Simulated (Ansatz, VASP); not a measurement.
## One calculation of Pd, two programs

```
Pd
1.0
     0.00000    1.94650    1.94650
     1.94650    0.00000    1.94650
     1.94650    1.94650    0.00000
Pd
1
Direct
  0.00000 0.00000 0.00000
```

Alike in both runs: task relaxation of cell and atoms; functional revPBE; dispersion D4; k mesh 12 × 12 × 12; occupations fermi-dirac, width 0.05 eV; no spin polarisation.

|  | VASP | Ansatz |
| --- | --- | --- |
| version | VASP 6.6.1 | Ansatz 0.2.0 |
| potentials or method | VASP PAW PBE potentials, release 64 (Pd) | Ansatz PAW |
| plane-wave cutoff (eV) | 600 | 420 |
| valence electrons in the cell | 10 | 18 |

```csv
,VASP,Ansatz,Ansatz less VASP
"gap on the k mesh at the Fermi level, each at its own relaxed structure (eV)",none,none,-
relaxed volume (Å³/atom),14.85,14.88,+0.033
relaxed cell length with the largest relative difference (Å),2.759,2.761,+0.0020
```

VASP's potentials were made for PBE, not for revPBE. A gap of «none» marks a metal or a gap that the smearing closes. VASP's potentials hold 10 valence electrons a cell and Ansatz's 18, so a difference there can come from the potentials and not from the codes.

Noted on Ansatz's run: the plane-wave basis is chosen anew once the cell has moved, so the energies of steps on either side of that aren't comparable.
